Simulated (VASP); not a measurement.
Wanted: the native input for a VASP 6.6.1 run.

| Property | Result |
| --- | --- |
| Task | electric field gradients |
| Functional | LDA |
| Potentials or basis | VASP PAW LDA potentials, release 64 (Y_sv, Hg) |
| Cutoff | 520 eV |
| k mesh | 11 × 11 × 11 |
| Occupations | fermi-dirac, width 0.08 eV |
| Spin | no spin polarisation |
| Dipole correction | no |
| Further INCAR settings | ALGO = Normal; EDIFF = 1e-08; NBANDS = 18 |

The structure of YHg lies in POSCAR:

```
YHg
1.0
    3.7542144122      0.0000000000      0.0000000000
    0.0000000000      3.7542144122      0.0000000000
    0.0000000000      0.0000000000      3.7542144122
Y Hg
1 1
Direct
    0.5000000000      0.5000000000      0.5000000000
    0.0000000000      0.0000000000      0.0000000000
```

This cell differs from its parent crystal: volume scaled by 1.06.

The input as run:

INCAR

```
SYSTEM = YHg
PREC = Accurate
ENCUT = 520
EDIFF = 1E-8
ISMEAR = -1
SIGMA = 0.08
LREAL = .FALSE.
LASPH = .TRUE.
NELM = 100
ALGO = Normal
ISIF = 2
LWAVE = .FALSE.
LCHARG = .FALSE.
LEFG = .TRUE.
NBANDS = 18
```

KPOINTS

```
regular mesh
0
G
  11 11 11
  0 0 0
```

Potentials or basis: VASP PAW LDA potentials, release 64 (Y_sv, Hg).

Launch:

```sh
$ cat potpaw_LDA.64/Y_sv/POTCAR potpaw_LDA.64/Hg/POTCAR > POTCAR
$ mpirun -np 1 vasp_std > vasp.out
```

Results of the run:

```
Pressure : -6.6 GPa
```

Caveat: without QUAD_EFG the Cq values of the log hold for a quadrupole moment of 1 mb, not for the nuclei.

Run time: 17 s on 1 thread of Intel(R) Xeon(R) 6975P-C (Granite Rapids) (shared host), peak memory 0.19 GiB.
